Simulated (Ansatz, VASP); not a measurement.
**LiF in VASP and in Ansatz**

```
Li F
1.0
     3.19558    0.00000    0.00000
    -1.59779    2.76745    0.00000
     0.00000    0.00000    4.69047
Li F
2 2
Direct
  0.33333 0.66667 0.36067
  0.66667 0.33333 0.86067
  0.33333 0.66667 0.99393
  0.66667 0.33333 0.49393
```

Alike in both runs: task single point; functional PBE; k mesh 9 × 9 × 6; occupations gaussian, width 0.05 eV; no spin polarisation.

```csv
,VASP,Ansatz
version,VASP 6.6.1,Ansatz 0.2.0
potentials or method,"VASP PAW PBE potentials, release 64 (Li_sv, F), cutoff 520 eV","scalar-relativistic, plane waves, PAW"
valence electrons in the cell,20,20
```

```csv
,VASP,Ansatz,Ansatz less VASP
gap on the k mesh at the Fermi level (eV),7.62,7.63,+0.012
least direct gap on the mesh (eV),7.62,7.63,+0.012
rms of the force components (eV/Å),0.476,0.451,-0.0245
```

Atom by atom the forces differ by 0.025 eV/Å (rms over components). The functional is the same, so the differences come from potentials, cutoffs and numerics.

Noted on VASP's run: the cutoff is under 1.25 times that of the potentials, so the pressure is a little rough.
